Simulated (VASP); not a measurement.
Input of a VASP 6.6.1 run:

Contents of INCAR:

```
SYSTEM = PbS
ALGO     = Normal         ! electronic algorithm
EDIFF    = 1E-7           ! SCF threshold, eV
ENCUT    = 520            ! plane-wave cutoff, eV
GGA      = PE             ! functional
ISIF     = 2              ! what is computed and relaxed
ISMEAR   = 0              ! smearing method
LASPH    = .TRUE.         ! aspherical terms in the spheres
LCHARG   = .FALSE.        ! write CHGCAR
LREAL    = .FALSE.        ! projectors in reciprocal space
LWAVE    = .FALSE.        ! write WAVECAR
NBANDS   = 28             ! bands
NELM     = 100            ! most SCF steps
PREC     = Accurate       ! precision mode
SIGMA    = 0.1            ! smearing width, eV
```

File KPOINTS:

```
k-points
0
G
  6 6 4
  0 0 0
```

POSCAR

```
PbS
1.0
    5.0235037649      0.0000000000      0.0000000000
   -2.5117518824      4.3504818764      0.0000000000
    0.0000000000      0.0000000000      6.0495187252
Pb S
2 2
Direct
    0.3333333333      0.6666666667      0.4296344109
    0.6666666667      0.3333333333      0.9296344109
    0.3333333333      0.6666666667     -0.0564994809
    0.6666666667      0.3333333333      0.4435005191
```

Potentials or basis: VASP PAW PBE potentials, release 64 (Pb_d, S).

Command:

```sh
$ cat potpaw_PBE.64/Pb_d/POTCAR potpaw_PBE.64/S/POTCAR > POTCAR
$ mpirun -np 1 vasp_std > vasp.out
```

(1) What does it give for the pressure?

(2) Predict the largest force.

Answers

(1) 0.0 GPa.

(2) 0.007 eV/Å.
